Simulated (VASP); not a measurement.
# GaSb3 (Fm-3m) in VASP: a series of runs

GaSb3 is run at these levels: PBEsol, PBE, RPBE; tasks: single point.

Everything below comes from runs of VASP 6.6.1. Logs are shortened: lines on timing, memory, paths and dates and some standing lists are left out, and cuts for length are marked.

## 1. The cell of the first run

Symmetry: Fm-3m, No. 225, cubic system. Conventional cell: a = 7.292 Å, b = 7.292 Å, c = 7.292 Å, α = 90.00°, β = 90.00°, γ = 90.00°. Sb (site symmetry m-3m) has 8 Sb at 3.16 Å and 6 Ga at 3.65 Å within 4.2 Å. Sb (site symmetry -43m) has 10 Sb at 3.16 to 3.65 Å and 4 Ga at 3.16 Å within 4.2 Å. Ga (site symmetry m-3m) has 14 Sb at 3.16 to 3.65 Å within 4.2 Å.

## 2. Single point, PBEsol

The input, INCAR:

```
SYSTEM = GaSb3
PREC = Accurate ; ENCUT = 520
EDIFF = 1E-6 ; ISMEAR = -1
SIGMA = 0.05 ; LREAL = .FALSE.
LASPH = .TRUE. ; NELM = 60
ALGO = Normal ; ISIF = 2
LWAVE = .FALSE. ; LCHARG = .FALSE.
GGA = PS ; NBANDS = 22
```

The input, KPOINTS:

```
Automatic mesh
0
G
  6 6 6
  0 0 0
```

The input, POSCAR:

```
GaSb3
1.0
    0.0000000000      3.6460657771      3.6460657771
    3.6460657771      0.0000000000      3.6460657771
    3.6460657771      3.6460657771      0.0000000000
Sb Ga
3 1
Direct
    0.5000000000      0.5000000000      0.5000000000
    0.7500000000      0.7500000000      0.7500000000
    0.2500000000      0.2500000000      0.2500000000
    0.0000000000      0.0000000000      0.0000000000
```

Potentials or basis: VASP PAW PBE potentials, release 64 (Sb, Ga_d).

Command:

```console
$ cat potpaw_PBE.64/Sb/POTCAR potpaw_PBE.64/Ga_d/POTCAR > POTCAR
$ mpirun -np 1 vasp_std > vasp.out
```

OUTCAR:

```text
SYSTEM = GaSb3
   PREC = Accurate
   ENCUT = 520
   EDIFF = 1E-6
   ISMEAR = -1
   LREAL = .FALSE.
   LASPH = .TRUE.
   NELM = 60
   ISIF = 2
   GGA = PS

 ion  position               nearest neighbor table
   1  0.500  0.500  0.500-   3 3.16   3 3.16   3 3.16   2 3.16   3 3.16   2 3.16   2 3.16   2 3.16

   2  0.750  0.750  0.750-   1 3.16   1 3.16   1 3.16   1 3.16   4 3.16   4 3.16   4 3.16   4 3.16
                             3 3.65   3 3.65   3 3.65   3 3.65   3 3.65   3 3.65
   3  0.250  0.250  0.250-   4 3.16   4 3.16   4 3.16   1 3.16   4 3.16   1 3.16   1 3.16   1 3.16
                             2 3.65   2 3.65   2 3.65   2 3.65   2 3.65   2 3.65
   4  0.000  0.000  0.000-   2 3.16   2 3.16   2 3.16   2 3.16   3 3.16   3 3.16   3 3.16   3 3.16

  LATTYP: Found a face centered cubic cell.
 ALAT       =     7.2921315542

  Lattice vectors:

 A1 = (   0.0000000000,   3.6460657771,   3.6460657771)
 A2 = (   3.6460657771,   0.0000000000,   3.6460657771)
 A3 = (   3.6460657771,   3.6460657771,   0.0000000000)

Analysis of symmetry for initial positions (statically):
=====================================================================
 Subroutine PRICEL returns:
 Original cell was already a primitive cell.

 Routine SETGRP: Setting up the symmetry group for a
 face centered cubic supercell.

 Subroutine GETGRP returns: Found 48 space group operations
 (whereof 48 operations were pure point group operations)
 out of a pool of 48 trial point group operations.

The static configuration has the point symmetry O_h .

Analysis of symmetry for dynamics (positions and initial velocities):
=====================================================================
 Subroutine PRICEL returns:
 Original cell was already a primitive cell.

 Routine SETGRP: Setting up the symmetry group for a
 face centered cubic supercell.

 Subroutine GETGRP returns: Found 48 space group operations
 (whereof 48 operations were pure point group operations)
 out of a pool of 48 trial point group operations.

The dynamic configuration has the point symmetry O_h .

 Subroutine INISYM returns: Found 48 space group operations
 (whereof 48 operations are pure point group operations),
 and found     1 'primitive' translations

----------------------------------------------------------------------------------------

                                     Primitive cell

  volume of cell :      96.9401

  direct lattice vectors                    reciprocal lattice vectors
     0.000000000  3.646065777  3.646065777    -0.137134114  0.137134114  0.137134114
     3.646065777  0.000000000  3.646065777     0.137134114 -0.137134114  0.137134114
     3.646065777  3.646065777  0.000000000     0.137134114  0.137134114 -0.137134114

  length of vectors
     5.156315671  5.156315671  5.156315671     0.237523253  0.237523253  0.237523253

  position of ions in fractional coordinates (direct lattice)
     0.500000000  0.500000000  0.500000000
     0.750000000  0.750000000  0.750000000
     0.250000000  0.250000000  0.250000000
     0.000000000  0.000000000  0.000000000

  ion indices of the primitive-cell ions
   primitive index   ion index
                 1           1
                 2           2
                 3           3
                 4           4

----------------------------------------------------------------------------------------

 KPOINTS: Automatic mesh

Automatic generation of k-mesh.
 Grid dimensions read from file:
 generate k-points for:    6    6    6

 Generating k-lattice:

  Cartesian coordinates                     Fractional coordinates (reciprocal lattice)
    -0.022855686  0.022855686  0.022855686     0.166666667  0.000000000  0.000000000
     0.022855686 -0.022855686  0.022855686     0.000000000  0.166666667  0.000000000
     0.022855686  0.022855686 -0.022855686     0.000000000  0.000000000  0.166666667

  Length of vectors
     0.039587209  0.039587209  0.039587209

  Shift w.r.t. Gamma in fractional coordinates (k-lattice)
     0.000000000  0.000000000  0.000000000

 Subroutine IBZKPT returns following result:
 ===========================================

 Found     16 irreducible k-points:

 Following reciprocal coordinates:
            Coordinates               Weight
  0.000000  0.000000  0.000000      1.000000
  0.166667  0.000000  0.000000      8.000000
  0.333333  0.000000  0.000000      8.000000
  0.500000  0.000000  0.000000      4.000000
  0.166667  0.166667  0.000000      6.000000
  0.333333  0.166667  0.000000     24.000000
[... 8 lines left out ...]
 -0.333333  0.333333  0.166667     24.000000
 -0.333333  0.500000  0.166667     12.000000
   k-points           NKPTS =     16   k-points in BZ     NKDIM =     16   number of bands    NBANDS=     22
   number of dos      NEDOS =    301   number of ions     NIONS =      4
   total plane-waves  NPLWV =  64000
   dimension x,y,z NGX =    40 NGY =   40 NGZ =   40
   dimension x,y,z NGXF=    80 NGYF=   80 NGZF=   80
   ions per type =               3   1
   NGX,Y,Z   is equivalent  to a cutoff of  12.90, 12.90, 12.90 a.u.
   NGXF,Y,Z  is equivalent  to a cutoff of  25.79, 25.79, 25.79 a.u.
 SYSTEM =  GaSb3
   PREC   = accura    normal or accurate (medium, high low for compatibility)
   ISTART =      0    job   : 0-new  1-cont  2-samecut
   ICHARG =      2    charge: 1-file 2-atom 10-const
   ISPIN  =      1    spin polarized calculation?
   LNONCOLLINEAR =      F non collinear calculations
   LSORBIT =      F    spin-orbit coupling
   LASPH  =      T    aspherical Exc in radial PAW
   ENCUT  =  520.0 eV  38.22 Ry    6.18 a.u.   9.59  9.59  9.59*2*pi/ulx,y,z
   NELM   =     60;   NELMIN=  2; NELMDL= -5     # of ELM steps
   EDIFF  = 0.1E-05   stopping-criterion for ELM
   LREAL  =      F    real-space projection
   EDIFFG = 0.1E-04   stopping-criterion for IOM
   NSW    =      0    number of steps for IOM
   IBRION =     -1    ionic relax: 0-MD 1-quasi-New 2-CG
   NFREE  =      0    steps in history (QN), initial steepest desc. (CG)
   ISIF   =      2    stress and relaxation
   ISYM   =      2    0-nonsym 1-usesym 2-fastsym
   POTIM  = 0.5000    time-step for ionic-motion
   TEBEG  =    0.0;   TEEND  =   0.0 temperature during run
   PSTRESS=    0.0 pullay stress
   NELECT =      28.0000    total number of electrons
   NUPDOWN=      -1.0000    fix difference up-down
   EMIN   =  10.00;   EMAX   =-10.00  energy-range for DOS
   EFERMI =   0.00;   METHOD = LEGACY
   ISMEAR =    -1;   SIGMA  =   0.05  broadening in eV -4-tet -1-fermi 0-gaus
   EFERMI_NEDOS =   21; number of points for ismear=-14 and -15
   IALGO  =     38    algorithm
   IMIX   =      4    mixing-type and parameters
     AMIX     =   0.40;   BMIX     =  1.00
     AMIX_MAG =   1.60;   BMIX_MAG =  1.00
  volume/ion in A,a.u.               =      24.24       163.55
  Fermi-wavevector in a.u.,A,eV,Ry     =   1.082164  2.044993 15.933491  1.171079
  Thomas-Fermi vector in A             =   2.218198
   LORBIT       =      0    0 simple, 1 ext, 2 COOP (PROOUT), +10 PAW based schemes
   GGA     = PS    functional components
   LHFCALC =     F    Hartree Fock is set to
   AEXX    =    0.0000 exact exchange contribution
   IVDW    =     0    specifies the selected vdW correction
   LEPSILON=     F    determine dielectric tensor
   LRPA    =     F    only Hartree local field effects (RPA)
 non-spin polarized calculation
  energy-cutoff  :      520.00
  volume of cell :       96.94
 maximum number of plane-waves:      2637
 NGX is ok and might be reduce to    40
   NGX = 19   NGY = 19   NGZ = 19

 number of electron      27.9999992 magnetization

 Free energy of the ion-electron system (eV)
  ---------------------------------------------------
  ext. energy  EPLUGINS =         0.00000000
  ---------------------------------------------------
  free energy    TOTEN  =       -16.30375024 eV

  energy without entropy =      -16.26966806  energy(sigma->0) =      -16.28670915

 E-fermi :   8.2831     XC(G=0): -10.6050

 val. band max:        8.2576081714   @ k =   0.5000   0.0000   0.0000
 cond. band min:       8.2982052890   @ k =   0.3333   0.1667   0.0000
 fundamental gap:      0.0405971176
 Fermi energy:         8.2830895833

 k-point     1 :       0.0000    0.0000    0.0000
  band No.  band energies     occupation
      1      -6.6930      2.00000
      2      -6.6930      2.00000
      3      -6.6930      2.00000
      4      -6.6768      2.00000
      5      -6.6768      2.00000
      6      -4.8176      2.00000
[... 14 lines left out ...]
     21      15.4496      0.00000
     22      15.4496      0.00000

 k-point     2 :       0.1667    0.0000    0.0000
  band No.  band energies     occupation
      1      -6.6947      2.00000
      2      -6.6922      2.00000
      3      -6.6922      2.00000
      4      -6.6771      2.00000
      5      -6.6771      2.00000
      6      -4.5892      2.00000
[... 14 lines left out ...]
     21      13.6869      0.00000
     22      14.8429      0.00000

 k-point     3 :       0.3333    0.0000    0.0000
  band No.  band energies     occupation
      1      -6.6987      2.00000
      2      -6.6908      2.00000
      3      -6.6908      2.00000
      4      -6.6774      2.00000
      5      -6.6774      2.00000
      6      -3.9209      2.00000
[... 14 lines left out ...]
     21      12.9664      0.00000
     22      14.5182      0.00000

 k-point     4 :       0.5000    0.0000    0.0000
  band No.  band energies     occupation
      1      -6.7009      2.00000
      2      -6.6903      2.00000
      3      -6.6903      2.00000
      4      -6.6775      2.00000
      5      -6.6775      2.00000
      6      -3.1529      2.00000
[... 14 lines left out ...]
     21      13.8416      0.00000
     22      17.1405      0.00000

 k-point     5 :       0.1667    0.1667    0.0000
  band No.  band energies     occupation
      1      -6.6959      2.00000
      2      -6.6915      2.00000
      3      -6.6915      2.00000
      4      -6.6781      2.00000
      5      -6.6765      2.00000
      6      -4.5127      2.00000
[... 14 lines left out ...]
     21      14.0276      0.00000
     22      14.2696      0.00000

 k-point     6 :       0.3333    0.1667    0.0000
  band No.  band energies     occupation
      1      -6.6984      2.00000
      2      -6.6910      2.00000
      3      -6.6901      2.00000
      4      -6.6793      2.00000
      5      -6.6765      2.00000
      6      -3.9872      2.00000
[... 14 lines left out ...]
     21      13.0072      0.00000
     22      14.1616      0.00000

 k-point     7 :       0.5000    0.1667    0.0000
  band No.  band energies     occupation
      1      -6.6995      2.00000
      2      -6.6918      2.00000
      3      -6.6893      2.00000
      4      -6.6793      2.00000
      5      -6.6771      2.00000
      6      -3.1149      2.00000
[... 124 lines left out ...]
      6      -2.5714      2.00000
[... 14 lines left out ...]
     21      13.6411      0.00000
     22      16.0821      0.00000

 k-point    13 :       0.5000    0.5000    0.0000
  band No.  band energies     occupation
      1      -6.7048      2.00000
      2      -6.6868      2.00000
      3      -6.6868      2.00000
      4      -6.6841      2.00000
      5      -6.6756      2.00000
      6      -2.3054      2.00000
[... 14 lines left out ...]
     21      13.3004      0.00000
     22      13.7825      0.00000

 k-point    14 :       0.5000    0.3333    0.1667
  band No.  band energies     occupation
      1      -6.6990      2.00000
      2      -6.6920      2.00000
      3      -6.6885      2.00000
      4      -6.6806      2.00000
      5      -6.6768      2.00000
      6      -3.3304      2.00000
[... 14 lines left out ...]
     21      13.3439      0.00000
     22      14.3711      0.00000

 k-point    15 :      -0.3333    0.3333    0.1667
  band No.  band energies     occupation
      1      -6.6973      2.00000
      2      -6.6948      2.00000
      3      -6.6878      2.00000
      4      -6.6809      2.00000
      5      -6.6772      2.00000
      6      -2.5465      2.00000
[... 14 lines left out ...]
     21      13.3277      0.00000
     22      16.2079      0.00000

 k-point    16 :      -0.3333    0.5000    0.1667
  band No.  band energies     occupation
      1      -6.7007      2.00000
      2      -6.6917      2.00000
      3      -6.6868      2.00000
      4      -6.6825      2.00000
      5      -6.6766      2.00000
      6      -2.0146      2.00000
[... 14 lines left out ...]
     21      12.6412      0.00000
     22      15.4050      0.00000

------------------------ aborting loop because EDIFF is reached ----------------------------------------

  FORCE on cell =-STRESS in cart. coord.  units (eV):
  Direction    XX          YY          ZZ          XY          YZ          ZX
  --------------------------------------------------------------------------------------
  -------------------------------------------------------------------------------------
  Total       -0.0008246     -0.0008246     -0.0008246      0.0000000      0.0000000     -0.0000000
  in kB       -0.0136281     -0.0136281     -0.0136281      0.0000000      0.0000000     -0.0000000
  external PRESSURE =      -0.0136281 kB  Pullay stress =       0.0000000 kB

 VOLUME and BASIS-vectors are now :
 -----------------------------------------------------------------------------
  energy-cutoff  :      520.00
  volume of cell :       96.94
      direct lattice vectors                 reciprocal lattice vectors
     0.000000000  3.646065777  3.646065777    -0.137134114  0.137134114  0.137134114
     3.646065777  0.000000000  3.646065777     0.137134114 -0.137134114  0.137134114
     3.646065777  3.646065777  0.000000000     0.137134114  0.137134114 -0.137134114

 POSITION                                       TOTAL-FORCE (eV/Angst)
 -----------------------------------------------------------------------------------
      3.64607      3.64607      3.64607        -0.000000     -0.000000     -0.000000
      5.46910      5.46910      5.46910        -0.000000     -0.000000     -0.000000
      1.82303      1.82303      1.82303         0.000000      0.000000      0.000000
      0.00000      0.00000      0.00000        -0.000000     -0.000000     -0.000000
 -----------------------------------------------------------------------------------
    total drift:                               -0.000000      0.000000      0.000000

  FREE ENERGIE OF THE ION-ELECTRON SYSTEM (eV)
  ---------------------------------------------------
  free  energy   TOTEN  =       -16.3037502364 eV

  energy  without entropy=      -16.2696680645  energy(sigma->0) =      -16.28670915
```

Run time: 30 s. Hardware: 1 thread of Intel Xeon 6975P-C (Granite Rapids), shared host; peak memory 0.23 GiB.

Results:

```
Free energy            : -16.3038 eV
Pressure               : 0.0 GPa
Band gap on the k mesh : zero (band 14 reaches 9.53 eV, above the bottom of band 15 at 5.56 eV)
```

Caveat: the PAW data sets were made with another functional, which shifts forces and pressure a little; spin-orbit coupling is left out, which moves the levels of the heavy elements.

(Continued in part 2 of 2.)
